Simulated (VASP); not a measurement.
Input of a VASP 6.6.1 run:

The input INCAR:

```
  ALGO = Normal
  EDIFF = 1E-6
  ENCUT = 520
  GGA = PE
  ISIF = 2
  ISMEAR = 0
  LASPH = True
  LCHARG = False
  LREAL = False
  LWAVE = False
  NBANDS = 59
  NELM = 80
  PREC = Accurate
  SIGMA = 0.1
```

Contents of KPOINTS:

```
k-points
0
Gamma
  4 4 4
```

POSCAR

```
HfZr3S8
1.0
    6.5705506205      0.0000000000     -0.0000475447
    0.0000000000      7.3529561392      0.0000000000
   -0.0000503196      0.0000000000      6.3654413969
Zr Hf S
3 1 8
Direct
    0.0000000000      0.7503964395      0.5000000000
    0.0000000000      0.5000000000      0.0000000000
    0.0000000000      0.2496035605      0.5000000000
    0.0000000000      0.0000000000      0.0000000000
    0.7797815098      0.0000000000      0.6692434181
    0.7798305854      0.7517277874      0.1655152658
    0.7794155206      0.5000000000      0.6662685942
    0.7798305854      0.2482722126      0.1655152658
    0.2201694146      0.2482722126      0.8344847342
    0.2202184902      0.0000000000      0.3307565819
    0.2201694146      0.7517277874      0.8344847342
    0.2205844794      0.5000000000      0.3337314058
```

Potentials or basis: VASP PAW PBE potentials, release 64 (Zr_sv, Hf_pv, S).

Run with:

```console
$ cat potpaw_PBE.64/Zr_sv/POTCAR potpaw_PBE.64/Hf_pv/POTCAR potpaw_PBE.64/S/POTCAR > POTCAR
$ mpirun -np 1 vasp_std > vasp.out
```

(1) Estimate the band gap on the k mesh.

(2) Estimate the pressure.

(3) Predict the largest force.

## Answers

(1) 1.12 eV (least direct gap 1.17 eV).

(2) 0.0 GPa.

(3) 0.037 eV/Å.

Caveat: spin-orbit coupling is left out, which moves the levels of the heavy elements; this functional lacks dispersion, which binds the layers, so the pressure and a relaxed spacing across them are unreliable.
